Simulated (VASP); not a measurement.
# WS2 in VASP: notebook

Runs on WS2. Level: LDA. Tasks: single point.

Program: VASP 6.6.1. These are calculated values, not measurements. Logs are shortened: lines on timing, memory, paths and dates and some standing lists are left out, and cuts for length are marked.

## (1) The cell of the first run

The cell holds a slab with vacuum, 3 atoms: a = 3.184 Å, b = 3.184 Å, c = 16.951 Å, α = 90.00°, β = 90.00°, γ = 120.00°.

## (2) Single point, LDA

INCAR reads:

```
SYSTEM = WS2
PREC = Accurate
ENCUT = 500
EDIFF = 1E-6
ISMEAR = 1
SIGMA = 0.1
LREAL = .FALSE.
LASPH = .TRUE.
NELM = 120
ALGO = Normal
ISIF = 2
LWAVE = .FALSE.
LCHARG = .TRUE.
GGA = CA
LELF = .TRUE.
LVHAR = .TRUE.
NBANDS = 20
GGA_COMPAT = .FALSE.
```

KPOINTS reads:

```
Automatic mesh
0
G
  6 6 1
  0 0 0
```

POSCAR reads:

```
WS2
1.0
    3.1835200000      0.0000000000      0.0000000000
   -1.5917600000      2.7570100000      0.0000000000
    0.0000000000      0.0000000000     16.9505800000
W S
1 2
Direct
    0.3531170450      0.6492246034      0.0005424842
    0.6626510006      0.3110058866      0.9070805758
    0.6895577110      0.3354819958      0.0905539246
```

Potentials or basis: VASP PAW LDA potentials, release 64 (W_sv, S).

The run is started by

```sh
$ cat potpaw_LDA.64/W_sv/POTCAR potpaw_LDA.64/S/POTCAR > POTCAR
$ mpirun -np 1 vasp_std > vasp.out
```

OUTCAR:

```text
SYSTEM = WS2
   PREC = Accurate
   ENCUT = 500
   EDIFF = 1E-6
   ISMEAR = 1
   LREAL = .FALSE.
   LASPH = .TRUE.
   NELM = 120
   ISIF = 2
   GGA = CA

 ion  position               nearest neighbor table
   1  0.353  0.649  0.001-   3 2.35   3 2.38   2 2.39   2 2.42   3 2.43   2 2.48
   2  0.663  0.311  0.907-   1 2.39   1 2.42   1 2.48
   3  0.690  0.335  0.091-   1 2.35   1 2.38   1 2.43

  LATTYP: Found a hexagonal cell.
 ALAT       =     3.1835200000
 C/A-ratio  =     5.3244773081

  Lattice vectors:

 A1 = (   3.1835200000,   0.0000000000,   0.0000000000)
 A2 = (  -1.5917600000,   2.7570100000,   0.0000000000)
 A3 = (   0.0000000000,   0.0000000000,  16.9505800000)

Analysis of symmetry for initial positions (statically):
=====================================================================
 Subroutine PRICEL returns:
 Original cell was already a primitive cell.

 Routine SETGRP: Setting up the symmetry group for a
 hexagonal supercell.

 Subroutine GETGRP returns: Found  1 space group operations
 (whereof  1 operations were pure point group operations)
 out of a pool of 24 trial point group operations.

The static configuration has the point symmetry C_1 .

Analysis of symmetry for dynamics (positions and initial velocities):
=====================================================================
 Subroutine PRICEL returns:
 Original cell was already a primitive cell.

 Routine SETGRP: Setting up the symmetry group for a
 hexagonal supercell.

 Subroutine GETGRP returns: Found  1 space group operations
 (whereof  1 operations were pure point group operations)
 out of a pool of 24 trial point group operations.

The dynamic configuration has the point symmetry C_1 .

 Subroutine INISYM returns: Found  1 space group operations
 (whereof  1 operations are pure point group operations),
 and found     1 'primitive' translations

----------------------------------------------------------------------------------------

                                     Primitive cell

  volume of cell :     148.7752

  direct lattice vectors                    reciprocal lattice vectors
     3.183520000  0.000000000  0.000000000     0.314117706  0.181355889  0.000000000
    -1.591760000  2.757010000  0.000000000     0.000000000  0.362711778  0.000000000
     0.000000000  0.000000000 16.950580000     0.000000000  0.000000000  0.058995031

  length of vectors
     3.183520000  3.183520698 16.950580000     0.362711858  0.362711778  0.058995031

  position of ions in fractional coordinates (direct lattice)
     0.353117045  0.649224603  0.000542484
     0.662651001  0.311005887  0.907080576
     0.689557711  0.335481996  0.090553925

  ion indices of the primitive-cell ions
   primitive index   ion index
                 1           1
                 2           2
                 3           3

----------------------------------------------------------------------------------------

 KPOINTS: Automatic mesh

Automatic generation of k-mesh.
 Grid dimensions read from file:
 generate k-points for:    6    6    1

 Generating k-lattice:

  Cartesian coordinates                     Fractional coordinates (reciprocal lattice)
     0.052352951  0.030225982  0.000000000     0.166666667 -0.000000000  0.000000000
     0.000000000  0.060451963  0.000000000     0.000000000  0.166666667  0.000000000
     0.000000000  0.000000000  0.058995031     0.000000000  0.000000000  1.000000000

  Length of vectors
     0.060451976  0.060451963  0.058995031

  Shift w.r.t. Gamma in fractional coordinates (k-lattice)
     0.000000000  0.000000000  0.000000000

 Subroutine IBZKPT returns following result:
 ===========================================

 Found     20 irreducible k-points:

 Following reciprocal coordinates:
            Coordinates               Weight
  0.000000  0.000000  0.000000      1.000000
  0.166667  0.000000  0.000000      2.000000
  0.000000  0.166667  0.000000      2.000000
 -0.166667  0.166667  0.000000      2.000000
  0.333333  0.000000  0.000000      2.000000
  0.000000  0.333333  0.000000      2.000000
[... 12 lines left out ...]
  0.500000 -0.166667  0.000000      2.000000
  0.333333  0.333333  0.000000      2.000000
   k-points           NKPTS =     20   k-points in BZ     NKDIM =     20   number of bands    NBANDS=     20
   number of dos      NEDOS =    301   number of ions     NIONS =      3
   total plane-waves  NPLWV =  72576
   dimension x,y,z NGX =    24 NGY =   24 NGZ =  126
   dimension x,y,z NGXF=    48 NGYF=   48 NGZF=  252
   ions per type =               1   2
   NGX,Y,Z   is equivalent  to a cutoff of  12.53, 12.53, 12.36 a.u.
   NGXF,Y,Z  is equivalent  to a cutoff of  25.07, 25.07, 24.72 a.u.
 SYSTEM =  WS2
   PREC   = accura    normal or accurate (medium, high low for compatibility)
   ISTART =      0    job   : 0-new  1-cont  2-samecut
   ICHARG =      2    charge: 1-file 2-atom 10-const
   ISPIN  =      1    spin polarized calculation?
   LNONCOLLINEAR =      F non collinear calculations
   LSORBIT =      F    spin-orbit coupling
   LASPH  =      T    aspherical Exc in radial PAW
   ENCUT  =  500.0 eV  36.75 Ry    6.06 a.u.   5.80  5.80 30.90*2*pi/ulx,y,z
   NELM   =    120;   NELMIN=  2; NELMDL= -5     # of ELM steps
   EDIFF  = 0.1E-05   stopping-criterion for ELM
   LREAL  =      F    real-space projection
   EDIFFG = 0.1E-04   stopping-criterion for IOM
   NSW    =      0    number of steps for IOM
   IBRION =     -1    ionic relax: 0-MD 1-quasi-New 2-CG
   NFREE  =      0    steps in history (QN), initial steepest desc. (CG)
   ISIF   =      2    stress and relaxation
   ISYM   =      2    0-nonsym 1-usesym 2-fastsym
   POTIM  = 0.5000    time-step for ionic-motion
   TEBEG  =    0.0;   TEEND  =   0.0 temperature during run
   PSTRESS=    0.0 pullay stress
   NELECT =      26.0000    total number of electrons
   NUPDOWN=      -1.0000    fix difference up-down
   EMIN   =  10.00;   EMAX   =-10.00  energy-range for DOS
   EFERMI =   0.00;   METHOD = LEGACY
   ISMEAR =     1;   SIGMA  =   0.10  broadening in eV -4-tet -1-fermi 0-gaus
   EFERMI_NEDOS =   21; number of points for ismear=-14 and -15
   IALGO  =     38    algorithm
   IMIX   =      4    mixing-type and parameters
     AMIX     =   0.40;   BMIX     =  1.00
     AMIX_MAG =   1.60;   BMIX_MAG =  1.00
  volume/ion in A,a.u.               =      49.59       334.66
  Fermi-wavevector in a.u.,A,eV,Ry     =   0.915284  1.729636 11.398205  0.837744
  Thomas-Fermi vector in A             =   2.040008
   LORBIT       =      0    0 simple, 1 ext, 2 COOP (PROOUT), +10 PAW based schemes
   GGA     = CA    functional components
   LHFCALC =     F    Hartree Fock is set to
   AEXX    =    0.0000 exact exchange contribution
   IVDW    =     0    specifies the selected vdW correction
   LEPSILON=     F    determine dielectric tensor
   LRPA    =     F    only Hartree local field effects (RPA)
 non-spin polarized calculation
 Methfessel and Paxton  Order N= 1 SIGMA  =   0.10
  energy-cutoff  :      500.00
  volume of cell :      148.78
 maximum number of plane-waves:      3785
   NGX = 11   NGY = 11   NGZ = 61

 number of electron      26.0000001 magnetization

 Free energy of the ion-electron system (eV)
  ---------------------------------------------------
  ext. energy  EPLUGINS =         0.00000000
  ---------------------------------------------------
  free energy    TOTEN  =       -26.06173888 eV

  energy without entropy =      -26.06225764  energy(sigma->0) =      -26.06191180

 E-fermi :  -1.3553     XC(G=0):  -4.6343

 val. band max:       -1.4239944851   @ k =   0.0000   0.0000   0.0000
 cond. band min:       0.3127128822   @ k =   0.3333   0.3333   0.0000
 fundamental gap:      1.7367073673
 Fermi energy:        -1.3552571663

 k-point     1 :       0.0000    0.0000    0.0000
  band No.  band energies     occupation
      1     -74.9788      2.00000
      2     -39.4970      2.00000
      3     -39.3353      2.00000
      4     -39.3252      2.00000
      5     -16.1295      2.00000
      6     -14.4272      2.00000
[... 12 lines left out ...]
     19       4.2693      0.00000
     20       4.2847      0.00000

 k-point     2 :       0.1667    0.0000    0.0000
  band No.  band energies     occupation
      1     -74.9745      2.00000
      2     -39.4815      2.00000
      3     -39.4150      2.00000
      4     -39.3521      2.00000
      5     -15.6892      2.00000
      6     -14.2655      2.00000
[... 12 lines left out ...]
     19       4.7909      0.00000
     20       5.4826      0.00000

 k-point     3 :       0.0000    0.1667    0.0000
  band No.  band energies     occupation
      1     -74.9745      2.00000
      2     -39.4814      2.00000
      3     -39.4142      2.00000
      4     -39.3530      2.00000
      5     -15.6881      2.00000
      6     -14.2672      2.00000
[... 12 lines left out ...]
     19       4.7903      0.00000
     20       5.4798      0.00000

 k-point     4 :      -0.1667    0.1667    0.0000
  band No.  band energies     occupation
      1     -74.9745      2.00000
      2     -39.4810      2.00000
      3     -39.4229      2.00000
      4     -39.3456      2.00000
      5     -15.6771      2.00000
      6     -14.2821      2.00000
[... 12 lines left out ...]
     19       4.7994      0.00000
     20       5.4623      0.00000

 k-point     5 :       0.3333    0.0000    0.0000
  band No.  band energies     occupation
      1     -74.9659      2.00000
      2     -39.5842      2.00000
      3     -39.4501      2.00000
      4     -39.3924      2.00000
      5     -14.6638      2.00000
      6     -13.8935      2.00000
[... 12 lines left out ...]
     19       5.9002      0.00000
     20       5.9669      0.00000

 k-point     6 :       0.0000    0.3333    0.0000
  band No.  band energies     occupation
      1     -74.9659      2.00000
      2     -39.5833      2.00000
      3     -39.4501      2.00000
      4     -39.3933      2.00000
      5     -14.6588      2.00000
      6     -13.8997      2.00000
[... 12 lines left out ...]
     19       5.9088      0.00000
     20       5.9635      0.00000

 k-point     7 :      -0.3333    0.3333    0.0000
  band No.  band energies     occupation
      1     -74.9658      2.00000
      2     -39.5945      2.00000
      3     -39.4489      2.00000
      4     -39.3860      2.00000
      5     -14.6150      2.00000
      6     -13.9543      2.00000
[... 12 lines left out ...]
     19       5.8925      0.00000
     20       5.9568      0.00000
[... 185 lines left out ...]
 k-point    16 :       0.5000    0.3333    0.0000
  band No.  band energies     occupation
      1     -74.9615      2.00000
      2     -39.6355      2.00000
      3     -39.4495      2.00000
      4     -39.4331      2.00000
      5     -13.9958      2.00000
      6     -13.7137      2.00000
[... 12 lines left out ...]
     19       6.8232      0.00000
     20       7.0596      0.00000

 k-point    17 :      -0.3333    0.5000    0.0000
  band No.  band energies     occupation
      1     -74.9615      2.00000
      2     -39.6352      2.00000
      3     -39.4498      2.00000
      4     -39.4331      2.00000
      5     -13.9930      2.00000
      6     -13.7171      2.00000
[... 12 lines left out ...]
     19       6.8269      0.00000
     20       7.0539      0.00000

 k-point    18 :       0.1667    0.3333    0.0000
  band No.  band energies     occupation
      1     -74.9616      2.00000
      2     -39.6217      2.00000
      3     -39.4596      2.00000
      4     -39.4343      2.00000
      5     -14.0412      2.00000
      6     -13.6548      2.00000
[... 12 lines left out ...]
     19       6.7685      0.00000
     20       7.0814      0.00000

 k-point    19 :       0.5000   -0.1667    0.0000
  band No.  band energies     occupation
      1     -74.9615      2.00000
      2     -39.6276      2.00000
      3     -39.4547      2.00000
      4     -39.4341      2.00000
      5     -14.0325      2.00000
      6     -13.6713      2.00000
[... 12 lines left out ...]
     19       6.9232      0.00000
     20       7.0493      0.00000

 k-point    20 :       0.3333    0.3333    0.0000
  band No.  band energies     occupation
      1     -74.9593      2.00000
      2     -39.5868      2.00000
      3     -39.5491      2.00000
      4     -39.4260      2.00000
      5     -13.6999      2.00000
      6     -13.5167      2.00000
[... 12 lines left out ...]
     19       5.6370      0.00000
     20       7.8166      0.00000

------------------------ aborting loop because EDIFF is reached ----------------------------------------

  FORCE on cell =-STRESS in cart. coord.  units (eV):
  Direction    XX          YY          ZZ          XY          YZ          ZX
  --------------------------------------------------------------------------------------
  -------------------------------------------------------------------------------------
  Total       -1.7553701     -2.1201610     -0.7014431     -0.2567390     -0.9805805     -0.5949840
  in kB      -18.9037865    -22.8322621     -7.5539225     -2.7648521    -10.5599860     -6.4074521
  external PRESSURE =     -16.4299904 kB  Pullay stress =       0.0000000 kB

 VOLUME and BASIS-vectors are now :
 -----------------------------------------------------------------------------
  energy-cutoff  :      500.00
  volume of cell :      148.78
      direct lattice vectors                 reciprocal lattice vectors
     3.183520000  0.000000000  0.000000000     0.314117706  0.181355889  0.000000000
    -1.591760000  2.757010000  0.000000000     0.000000000  0.362711778  0.000000000
     0.000000000  0.000000000 16.950580000     0.000000000  0.000000000  0.058995031

 POSITION                                       TOTAL-FORCE (eV/Angst)
 -----------------------------------------------------------------------------------
      0.09075      1.78992      0.00920        -0.893697      0.465580     -0.915079
      1.61452      0.85745     15.37554         0.629862      0.086972      0.664613
      1.66121      0.92493      1.53494         0.263836     -0.552552      0.250466
 -----------------------------------------------------------------------------------
    total drift:                               -0.000004      0.000068     -0.000210

  FREE ENERGIE OF THE ION-ELECTRON SYSTEM (eV)
  ---------------------------------------------------
  free  energy   TOTEN  =       -26.0617388806 eV

  energy  without entropy=      -26.0622576370  energy(sigma->0) =      -26.06191180
```

It took 60 s on 1 thread of Intel Xeon Platinum 8259CL at 2.50GHz (Skylake/Cascade Lake), shared host; peak memory 0.22 GiB.

What came out:

```
Free energy            : -26.0617 eV
Largest force          : 1.361 eV/Å
Band gap on the k mesh : 1.74 eV, indirect (least direct gap 1.77 eV)
```

Forces in eV/Å, atoms in the order of the input:
```
W   -0.894  0.466 -0.915
S    0.630  0.087  0.665
S    0.264 -0.553  0.250
```

Caveat: spin-orbit coupling is left out, which moves the levels of the heavy elements.

## (3) Single point, LDA

INCAR reads:

```
PREC = Accurate ; ENCUT = 500
EDIFF = 1E-6 ; ISMEAR = 1
SIGMA = 0.1 ; LREAL = F
LASPH = T ; NELM = 120
ALGO = Normal ; ISIF = 2
LWAVE = F ; LCHARG = F
NBANDS = 20 ; GGA_COMPAT = F
```

KPOINTS reads:

```
regular mesh
0
Gamma
  6 6 1
```

POSCAR reads:

```
WS2
1.0
    3.1835200000      0.0000000000      0.0000000000
   -1.5917600000      2.7570100000      0.0000000000
    0.0000000000      0.0000000000     16.9505800000
W S
1 2
Direct
    0.3526287661      0.6496453039      0.0004075716
    0.6631823268      0.3110842885      0.9071844767
    0.6895146681      0.3349828955      0.0905848374
```

Potentials or basis: VASP PAW LDA potentials, release 64 (W_sv, S).

The run is started by

```sh
$ cat potpaw_LDA.64/W_sv/POTCAR potpaw_LDA.64/S/POTCAR > POTCAR
$ mpirun -np 1 vasp_std > vasp.out
```

Run time: 71 s. Hardware: 1 thread of Intel Xeon Platinum 8259CL at 2.50GHz (Skylake/Cascade Lake), shared host; peak memory 0.22 GiB.

It converged, with:

```
Free energy            : -26.0693 eV
Largest force          : 1.232 eV/Å
Band gap on the k mesh : 1.74 eV, indirect (least direct gap 1.76 eV)
```

Forces in eV/Å, atoms in the order of the input:
```
W   -0.828  0.424 -0.808
S    0.600  0.100  0.607
S    0.228 -0.524  0.201
```

Levels at points of the mesh, in eV from the valence-band top:
| k point | band 10 | band 11 | band 12 | band 13 | band 14 | band 15 | band 16 | band 17 |
| --- | --- | --- | --- | --- | --- | --- | --- | --- |
| (0.00, 0.00, 0.00) | -2.08 | -1.84 | -1.46 | 0.00 | 2.57 | 2.96 | 3.09 | 3.28 |
| (0.50, 0.00, 0.00) | -3.51 | -2.01 | -1.32 | -0.80 | 2.80 | 3.25 | 3.86 | 4.84 |
| (0.00, 0.50, 0.00) | -3.51 | -2.04 | -1.32 | -0.78 | 2.80 | 3.26 | 3.90 | 4.84 |
| (0.50, 0.50, 0.00) | -3.38 | -2.15 | -1.23 | -0.99 | 2.74 | 3.25 | 4.16 | 4.68 |

Caveat: spin-orbit coupling is left out, which moves the levels of the heavy elements.

## (4) Single point, LDA

INCAR reads:

```
PREC = Accurate
ENCUT = 500
EDIFF = 1E-6
ISMEAR = 1
SIGMA = 0.1
LREAL = F
LASPH = T
NELM = 120
ALGO = Normal
ISIF = 2
LWAVE = F
LCHARG = F
NBANDS = 20
GGA_COMPAT = F
```

KPOINTS is that of step 3.

POSCAR reads:

```
WS2
1.0
    3.1835200000      0.0000000000      0.0000000000
   -1.5917600000      2.7570100000      0.0000000000
    0.0000000000      0.0000000000     16.9505800000
W S
1 2
Direct
    0.3516835801      0.6504486225      0.0001540602
    0.6642308901      0.3112551959      0.9073837968
    0.6894112994      0.3340086735      0.0906388313
```

The run is started by

```sh
$ cat potpaw_LDA.64/W_sv/POTCAR potpaw_LDA.64/S/POTCAR > POTCAR
$ mpirun -np 1 vasp_std > vasp.out
```

It took 62 s on 1 thread of Intel Xeon Platinum 8259CL at 2.50GHz (Skylake/Cascade Lake), shared host; peak memory 0.23 GiB.

Results (log left out):

```
Free energy            : -26.0818 eV
Largest force          : 0.988 eV/Å
Band gap on the k mesh : 1.73 eV, indirect (least direct gap 1.76 eV)
```

Forces on the atoms (eV/Å):
```
W   -0.701  0.344 -0.605
S    0.540  0.126  0.495
S    0.161 -0.470  0.110
```

Levels at points of the mesh, in eV from the valence-band top:
```tsv
k point	band 11	band 12	band 13	band 14	band 15	band 16
(0.00, 0.00, 0.00)	-1.83	-1.50	0.00	2.62	2.98	3.06
(0.50, 0.00, 0.00)	-2.01	-1.31	-0.82	2.80	3.25	3.89
(0.00, 0.50, 0.00)	-2.04	-1.31	-0.81	2.79	3.26	3.93
(0.50, 0.50, 0.00)	-2.13	-1.24	-0.97	2.75	3.26	4.14
```

Caveat: spin-orbit coupling is left out, which moves the levels of the heavy elements.

## (5) Single point, LDA

INCAR reads:

```
SYSTEM = WS2
PREC = Accurate
ENCUT = 500
EDIFF = 1E-6
ISMEAR = 1
SIGMA = 0.1
LREAL = .False.
LASPH = .True.
NELM = 120
ALGO = Normal
ISIF = 2
LWAVE = .False.
LCHARG = .False.
GGA = CA
NBANDS = 20
GGA_COMPAT = .False.
```

KPOINTS reads:

```
Automatic mesh
0
Gamma
  6 6 1
  0 0 0
```

POSCAR reads:

```
WS2
1.0
    3.1835200000      0.0000000000      0.0000000000
   -1.5917600000      2.7570100000      0.0000000000
    0.0000000000      0.0000000000     16.9505800000
W S
1 2
Direct
    0.3503409279      0.6515611246     -0.0001859422
    0.6657747250      0.3115511878      0.9076620111
    0.6892101246      0.3326001837      0.0907003248
```

The run is started by

```sh
$ cat potpaw_LDA.64/W_sv/POTCAR potpaw_LDA.64/S/POTCAR > POTCAR
$ mpirun -np 1 vasp_std > vasp.out
```

It took 62 s on 1 thread of Intel Xeon Platinum 8259CL at 2.50GHz (Skylake/Cascade Lake), shared host; peak memory 0.22 GiB.

The run converged. Its results:

- Free energy: -26.0953 eV
- Largest force: 0.662 eV/Å
- Band gap on the k mesh: 1.72 eV, indirect (least direct gap 1.76 eV)

Forces on the atoms (eV/Å):
```
W   -0.521  0.235 -0.333
S    0.450  0.160  0.338
S    0.071 -0.395 -0.005
```

Levels at points of the mesh, in eV from the valence-band top:
```tsv
k point	band 9	band 10	band 11	band 12	band 13	band 14	band 15	band 16	band 17	band 18
(0.00, 0.00, 0.00)	-2.92	-2.05	-1.81	-1.56	0.00	2.68	2.99	3.05	3.21	5.01
(0.50, 0.00, 0.00)	-4.45	-3.51	-2.02	-1.31	-0.85	2.79	3.25	3.94	4.81	5.05
(0.00, 0.50, 0.00)	-4.45	-3.50	-2.04	-1.31	-0.84	2.79	3.26	3.96	4.81	5.06
(0.50, 0.50, 0.00)	-4.40	-3.42	-2.11	-1.26	-0.96	2.75	3.26	4.11	4.71	5.10
```

Caveat: spin-orbit coupling is left out, which moves the levels of the heavy elements.
